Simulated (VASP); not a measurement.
SiGe2: relaxation of cell and atoms with PBE

Crystal: SiGe2.

```
CELL_PARAMETERS angstrom
0.00000 3.70389 3.70389
3.70389 0.00000 3.70389
3.70389 3.70389 0.00000
ATOMIC_POSITIONS crystal
Si 0.00000 0.00000 0.00000
Si 0.25000 0.25000 0.25000
Ge 0.62500 0.62500 0.62500
Ge 0.12500 0.62500 0.62500
Ge 0.62500 0.62500 0.12500
Ge 0.62500 0.12500 0.62500
```

```
Program                : VASP 6.6.1
Task                   : relaxation of cell and atoms
Functional             : PBE
Potentials or basis    : VASP PAW PBE potentials, release 64 (Si, Ge_d)
Cutoff                 : 600 eV
k mesh                 : 4 × 4 × 4
Occupations            : gaussian, width 0.1 eV
Spin                   : no spin polarisation
Dipole correction      : no
Further INCAR settings : ALGO = Normal; EDIFF = 1e-07; IBRION = 2; EDIFFG = -0.04; NSW = 90; ISIF = 3
```

| Quantity | Value |
| --- | --- |
| Relaxed volume | 19.33 Å³/atom |
| Relaxed cell | a = 5.474 Å, b = 5.474 Å, c = 5.474 Å, α = 60.00°, β = 60.00°, γ = 60.00° |
| Space group after relaxing (to 0.05 Å) | Fd-3m (No. 227) |
| Energy gained by relaxing | 71.9 meV/atom |
| Ionic steps | 3 |
| Pressure after relaxing | 0.1 GPa |
| Band gap on the k mesh | zero (band 32 reaches 6.92 eV, above the bottom of band 33 at 5.16 eV) |

Step by step:
```tsv
step	energy change (eV)	largest force (eV/Å)	pressure (GPa)	volume (Å³)
1	0.0000	0.0000	10.98	101.63
2	-0.4139	0.0000	-1.61	119.67
3	-0.4317	0.0000	0.11	115.99
```

Final structure:
```
Si Ge
1.0
     0.00000    3.87076    3.87076
     3.87076    0.00000    3.87076
     3.87076    3.87076    0.00000
Si Ge
2 4
Direct
  0.00000 0.00000 0.00000
  0.25000 0.25000 0.25000
  0.62500 0.62500 0.62500
  0.12500 0.62500 0.62500
  0.62500 0.62500 0.12500
  0.62500 0.12500 0.62500
```

Levels at points of the mesh, in eV from the Fermi level:
```
           k point  band 29  band 30  band 31  band 32  band 33  band 34  band 35  band 36
(0.00, 0.00, 0.00)    -4.36    -4.36    -1.83    -1.83    -1.48    -1.48    -1.48     4.15
(0.50, 0.00, 0.00)    -2.84    -0.66    -0.58    -0.58    -0.13    -0.13     2.40     2.52
(0.50, 0.50, 0.00)    -1.11    -1.11     0.29     0.29     0.70     0.70     1.37     1.37
```

Wall time 76 s on 1 thread of Intel(R) Xeon(R) 6975P-C (Granite Rapids), with other jobs on the host, peak memory 0.26 GiB.

Caveat: the k points lie up to 0.35 Å⁻¹ apart in the final cell.
